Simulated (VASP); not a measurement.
# CdS (Fm-3m) in VASP: further runs

CdS is run at these levels: RPBE+D3(BJ), SVWN5; tasks: single point.

Program: VASP 6.6.1. These are calculated values, not measurements. Logs are shortened: lines on timing, memory, paths and dates and some standing lists are left out, and cuts for length are marked.

## Step 1: The cell of the first run

The structure is cubic, space group Fm-3m (No. 225). The conventional cell has a = 5.506 Å, b = 5.506 Å, c = 5.506 Å, α = 90.00°, β = 90.00°, γ = 90.00°. Within 3.6 Å of Cd (site symmetry m-3m) lie 6 S at 2.75 Å. Within 3.6 Å of S (site symmetry m-3m) lie 6 Cd at 2.75 Å.

## Step 2: Single point, RPBE+D3(BJ), non-collinear spin, zero start, spin-orbit coupling

INCAR

```
SYSTEM = CdS
PREC = Accurate
ENCUT = 520
EDIFF = 1E-6
ISMEAR = -1
SIGMA = 0.15
LREAL = .FALSE.
LASPH = .TRUE.
NELM = 150
ALGO = Normal
ISIF = 2
LWAVE = .FALSE.
LCHARG = .FALSE.
MAGMOM = 0 0 0 0 0 0
LORBIT = 11
LSORBIT = .TRUE.
GGA_COMPAT = .FALSE.
LORBMOM = .TRUE.
GGA = RP
IVDW = 12
NBANDS = 30
```

KPOINTS

```
Automatic mesh
0
G
  8 8 8
  0 0 0
```

POSCAR

```
CdS
1.0
    0.0000000000      2.7532440000      2.7532440000
    2.7532440000      0.0000000000      2.7532440000
    2.7532440000      2.7532440000      0.0000000000
Cd S
1 1
Direct
    0.0000000000      0.0000000000      0.0000000000
    0.5000000000      0.5000000000      0.5000000000
```

Potentials or basis: VASP PAW PBE potentials, release 64 (Cd, S).

Started as:

```bash
> cat potpaw_PBE.64/Cd/POTCAR potpaw_PBE.64/S/POTCAR > POTCAR
> mpirun -np 1 vasp_ncl > vasp.out
```

OUTCAR:

```text
SYSTEM = CdS
   PREC = Accurate
   ENCUT = 520
   EDIFF = 1E-6
   ISMEAR = -1
   LREAL = .FALSE.
   LASPH = .TRUE.
   NELM = 150
   ISIF = 2
   LORBIT = 11
   LSORBIT = .TRUE.
   GGA = RP
   IVDW = 12
 IVDW          = 12

 ion  position               nearest neighbor table
   1  0.000  0.000  0.000-   2 2.75   2 2.75   2 2.75   2 2.75   2 2.75   2 2.75
   2  0.500  0.500  0.500-   1 2.75   1 2.75   1 2.75   1 2.75   1 2.75   1 2.75

  LATTYP: Found a face centered cubic cell.
 ALAT       =     5.5064880000

  Lattice vectors:

 A1 = (   0.0000000000,   2.7532440000,   2.7532440000)
 A2 = (   2.7532440000,   0.0000000000,   2.7532440000)
 A3 = (   2.7532440000,   2.7532440000,   0.0000000000)

Analysis of symmetry for initial positions (statically):
=====================================================================
 Subroutine PRICEL returns:
 Original cell was already a primitive cell.

 Routine SETGRP: Setting up the symmetry group for a
 face centered cubic supercell.

 Subroutine GETGRP returns: Found 48 space group operations
 (whereof 48 operations were pure point group operations)
 out of a pool of 48 trial point group operations.

The static configuration has the point symmetry O_h .

Analysis of symmetry for dynamics (positions and initial velocities):
=====================================================================
 Subroutine PRICEL returns:
 Original cell was already a primitive cell.

 Routine SETGRP: Setting up the symmetry group for a
 face centered cubic supercell.

 Subroutine GETGRP returns: Found 48 space group operations
 (whereof 48 operations were pure point group operations)
 out of a pool of 48 trial point group operations.

The dynamic configuration has the point symmetry O_h .

Analysis of structural, dynamic, and magnetic symmetry:
=====================================================================
 Subroutine PRICEL returns:
 Original cell was already a primitive cell.

 Routine SETGRP: Setting up the symmetry group for a
 face centered cubic supercell.

 Subroutine GETGRP returns: Found 48 space group operations
 (whereof 48 operations were pure point group operations)
 out of a pool of 48 trial point group operations.

The overall configuration has the point symmetry O_h .

 Subroutine INISYM returns: Found 48 space group operations
 (whereof 48 operations are pure point group operations),
 and found     1 'primitive' translations

----------------------------------------------------------------------------------------

                                     Primitive cell

  volume of cell :      41.7411

  direct lattice vectors                    reciprocal lattice vectors
     0.000000000  2.753244000  2.753244000    -0.181603955  0.181603955  0.181603955
     2.753244000  0.000000000  2.753244000     0.181603955 -0.181603955  0.181603955
     2.753244000  2.753244000  0.000000000     0.181603955  0.181603955 -0.181603955

  length of vectors
     3.893675005  3.893675005  3.893675005     0.314547277  0.314547277  0.314547277

  position of ions in fractional coordinates (direct lattice)
     0.000000000  0.000000000  0.000000000
     0.500000000  0.500000000  0.500000000

  ion indices of the primitive-cell ions
   primitive index   ion index
                 1           1
                 2           2

----------------------------------------------------------------------------------------

 KPOINTS: Automatic mesh

Automatic generation of k-mesh.
 Grid dimensions read from file:
 generate k-points for:    8    8    8

 Generating k-lattice:

  Cartesian coordinates                     Fractional coordinates (reciprocal lattice)
    -0.022700494  0.022700494  0.022700494     0.125000000  0.000000000  0.000000000
     0.022700494 -0.022700494  0.022700494     0.000000000  0.125000000  0.000000000
     0.022700494  0.022700494 -0.022700494     0.000000000  0.000000000  0.125000000

  Length of vectors
     0.039318410  0.039318410  0.039318410

  Shift w.r.t. Gamma in fractional coordinates (k-lattice)
[... 97 lines left out ...]
  ext. energy  EPLUGINS =         0.00000000
  ---------------------------------------------------
  free energy    TOTEN  =        -5.19072079 eV

  energy without entropy =       -5.18162997  energy(sigma->0) =       -5.18617538

 E-fermi :   3.3046     XC(G=0): -10.1459

 val. band max:        3.1880820694   @ k =   0.5000   0.5000   0.0000
 cond. band min:       3.7831952359   @ k =   0.0000   0.0000   0.0000
 fundamental gap:      0.5951131665
 Fermi energy:         3.3046278350

 k-point     1 :       0.0000    0.0000    0.0000
  band No.  band energies     occupation
      1      -9.8310      1.00000
      2      -9.8310      1.00000
      3      -5.1641      1.00000
      4      -5.1641      1.00000
      5      -5.1641      1.00000
      6      -5.1641      1.00000
[... 781 lines left out ...]
     29      15.1296      0.00000
     30      15.1296      0.00000

 [... further k-points ...]

------------------------ aborting loop because EDIFF is reached ----------------------------------------

 Edisp (eV)   -2.92213

 E8    (eV) :    -1.7435

  FORCE on cell =-STRESS in cart. coord.  units (eV):
  Direction    XX          YY          ZZ          XY          YZ          ZX
  --------------------------------------------------------------------------------------
  -------------------------------------------------------------------------------------
  Total      -3.42282    -3.42282    -3.42282     0.00000     0.00000     0.00000
  in kB    -131.38039  -131.38039  -131.38039     0.00000     0.00000     0.00000
  external pressure =     -131.38 kB  Pullay stress =        0.00 kB

 VOLUME and BASIS-vectors are now :
 -----------------------------------------------------------------------------
  energy-cutoff  :      520.00
  volume of cell :       41.74
      direct lattice vectors                 reciprocal lattice vectors
     0.000000000  2.753244000  2.753244000    -0.181603955  0.181603955  0.181603955
     2.753244000  0.000000000  2.753244000     0.181603955 -0.181603955  0.181603955
     2.753244000  2.753244000  0.000000000     0.181603955  0.181603955 -0.181603955

 POSITION                                       TOTAL-FORCE (eV/Angst)
 -----------------------------------------------------------------------------------
      0.00000      0.00000      0.00000         0.000000      0.000000      0.000000
      2.75324      2.75324      2.75324        -0.000000     -0.000000     -0.000000
 -----------------------------------------------------------------------------------
    total drift:                                0.000000      0.000000      0.000000

  FREE ENERGIE OF THE ION-ELECTRON SYSTEM (eV)
  ---------------------------------------------------
  free  energy   TOTEN  =        -8.1128551453 eV

  energy  without entropy=       -8.1037643185  energy(sigma->0) =       -8.10830973

 orbital moment (x)

 # of ion     p       d       tot
 ----------------------------------------
  1         0.000   0.000   0.000
  2         0.000   0.000   0.000
 ----------------------------------------
            0.000   0.000   0.000

 orbital moment (y)

 # of ion     p       d       tot
 ----------------------------------------
  1         0.000   0.000   0.000
  2         0.000   0.000   0.000
 ----------------------------------------
            0.000   0.000   0.000

 orbital moment (z)

 # of ion     p       d       tot
 ----------------------------------------
  1         0.000   0.000   0.000
  2         0.000   0.000   0.000
 ----------------------------------------
            0.000   0.000   0.000

 Spin-Orbit-Coupling matrix elements

 Ion:    1  E_soc:     -0.0515566
 l=   1
     0.0000000    -0.0018220    -0.0018220
    -0.0018220     0.0000000    -0.0018220
    -0.0018220    -0.0018220     0.0000000
 l=   2
     0.0000000    -0.0013689     0.0000000    -0.0013689    -0.0054019
    -0.0013689     0.0000000    -0.0040514    -0.0013689    -0.0013505
     0.0000000    -0.0040514     0.0000000    -0.0040514     0.0000000
    -0.0013689    -0.0013689    -0.0040514     0.0000000    -0.0013505
    -0.0054019    -0.0013505     0.0000000    -0.0013505     0.0000000
 l=   3
     0.0000000     0.0000000     0.0000000     0.0000000     0.0000000     0.0000000     0.0000000
     0.0000000     0.0000000     0.0000000     0.0000000     0.0000000     0.0000000     0.0000000
     0.0000000     0.0000000     0.0000000     0.0000000     0.0000000     0.0000000     0.0000000
     0.0000000     0.0000000     0.0000000     0.0000000     0.0000000     0.0000000     0.0000000
     0.0000000     0.0000000     0.0000000     0.0000000     0.0000000     0.0000000     0.0000000
     0.0000000     0.0000000     0.0000000     0.0000000     0.0000000     0.0000000     0.0000000
     0.0000000     0.0000000     0.0000000     0.0000000     0.0000000     0.0000000     0.0000000

 Ion:    2  E_soc:     -0.0020488
 l=   1
     0.0000000    -0.0003415    -0.0003415
    -0.0003415     0.0000000    -0.0003415
    -0.0003415    -0.0003415     0.0000000
 l=   2
     0.0000000     0.0000000     0.0000000     0.0000000     0.0000000
     0.0000000     0.0000000     0.0000000     0.0000000     0.0000000
     0.0000000     0.0000000     0.0000000     0.0000000     0.0000000
     0.0000000     0.0000000     0.0000000     0.0000000     0.0000000
     0.0000000     0.0000000     0.0000000     0.0000000     0.0000000
 l=   3
     0.0000000     0.0000000     0.0000000     0.0000000     0.0000000     0.0000000     0.0000000
     0.0000000     0.0000000     0.0000000     0.0000000     0.0000000     0.0000000     0.0000000
     0.0000000     0.0000000     0.0000000     0.0000000     0.0000000     0.0000000     0.0000000
     0.0000000     0.0000000     0.0000000     0.0000000     0.0000000     0.0000000     0.0000000
     0.0000000     0.0000000     0.0000000     0.0000000     0.0000000     0.0000000     0.0000000
     0.0000000     0.0000000     0.0000000     0.0000000     0.0000000     0.0000000     0.0000000
     0.0000000     0.0000000     0.0000000     0.0000000     0.0000000     0.0000000     0.0000000

 total charge

# of ion       s       p       d       tot
------------------------------------------
    1        0.368   0.234   9.590  10.192
    2        1.342   2.382   0.000   3.724
--------------------------------------------------
tot          1.710   2.616   9.590  13.916

 magnetization (x)

# of ion       s       p       d       tot
------------------------------------------
    1       -0.000   0.000  -0.000  -0.000
    2        0.000   0.000   0.000   0.000
--------------------------------------------------
tot         -0.000   0.000  -0.000  -0.000

 magnetization (y)

# of ion       s       p       d       tot
------------------------------------------
    1       -0.000   0.000   0.000  -0.000
    2       -0.000  -0.000   0.000  -0.000
--------------------------------------------------
tot         -0.000  -0.000   0.000  -0.000

 magnetization (z)

# of ion       s       p       d       tot
------------------------------------------
    1        0.000  -0.000  -0.000  -0.000
    2        0.000  -0.000   0.000  -0.000
--------------------------------------------------
tot          0.000  -0.000  -0.000  -0.000
```

Wall time 2.4 min (1 thread of Intel Xeon 8259CL, shared host); peak memory 0.31 GiB.

Results:

```
Free energy                                           : -8.1129 eV
Pressure                                              : -13.1 GPa
Net moment                                            : 0.00 μB per cell
Valence electrons inside the program's atomic spheres : Cd 10.19; S 3.72
Dispersion energy per atom                            : -1.461 eV
```

Moments on the atoms (μB; x, y, z):
```
Cd  0.00 0.00 0.00
S   0.00 0.00 0.00
```

Caveat: three body term missing; the cell stands under tension; the PAW data sets were made with another functional, which shifts forces and pressure a little.

(Continued in part 2 of 2.)
